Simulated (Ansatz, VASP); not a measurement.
# V in VASP and in Ansatz

Contents of INCAR:

```
SYSTEM = V
ALGO = Normal
EDIFF = 1E-6
ENCUT = 500
GGA = PE
GGA_COMPAT = .False.
ISIF = 2
ISMEAR = -1
ISPIN = 2
LASPH = .True.
LCHARG = .False.
LDAU = .True.
LDAUJ = 0
LDAUL = 2
LDAUPRINT = 1
LDAUTYPE = 2
LDAUU = 6.7
LMAXMIX = 4
LORBIT = 11
LREAL = .False.
LWAVE = .False.
MAGMOM = 2
NBANDS = 16
NELM = 200
PREC = Accurate
SIGMA = 0.1
```

The input KPOINTS:

```
k-points
0
Gamma
  13 13 13
  0 0 0
```

File POSCAR:

```
V
1.0
   -1.5084600000      1.5084600000      1.5084600000
    1.5084600000     -1.5084600000      1.5084600000
    1.5084600000      1.5084600000     -1.5084600000
V
1
Direct
    0.0000000000      0.0000000000      0.0000000000
```

Input for Ansatz:

```yaml
crystal:
  lattice:
    - [-1.50846, 1.50846, 1.50846]
    - [1.50846, -1.50846, 1.50846]
    - [1.50846, 1.50846, -1.50846]
  atoms:
    - { symbol: V, position: [0.0, 0.0, 0.0], spin: 2.0 }
magnetization:
  spin_polarized: true
hamiltonian:
  xc: pbe
  pseudopotentials: { kind: paw }
  hubbard: { sites: [{ species: V, l: d, u_eff: 6.7 }] }
basis:
  ecutwfc: 420
kpoints:
  mp_grid: { grid: [13, 13, 13] }
scf:
  occupations: { method: fermi_dirac, width: 0.1 }
  lower_state_search: "off"
  algorithm: density_mixing
  max_iter: 60
  mixing: { algorithm: anderson, beta: 0.5, globalisation: backtrack }
output:
  forces: true
  stress: true
```

Alike in both runs: task single point; functional PBE; k mesh 13 × 13 × 13; occupations fermi-dirac, width 0.1 eV; collinear spin; Hubbard terms V d U = 6.7 eV.

```csv
,VASP,Ansatz
version,VASP 6.6.1,Ansatz 0.2.0
potentials or method,"VASP PAW PBE potentials, release 64 (V_sv), cutoff 500 eV","PAW, plane waves, scalar-relativistic"
valence electrons in the cell,13,13
```

VASP gave:

```
net moment per atom (μB)                                      : 2.38
size of the moment on the site where the two differ most (μB) : 2.22
```

Which values does Ansatz return?

net moment per atom (μB): 2.54; size of the moment on the site where the two differ most (μB): 2.22.

The net moments are unlike, so the other rows may belong to different states. Site moments also hang on the region over which each program counts them. The programs project onto different local orbitals, so the same U acts differently, and such runs can settle in different states. Ansatz's warnings: filled band counts differ across k points, stability check not made.
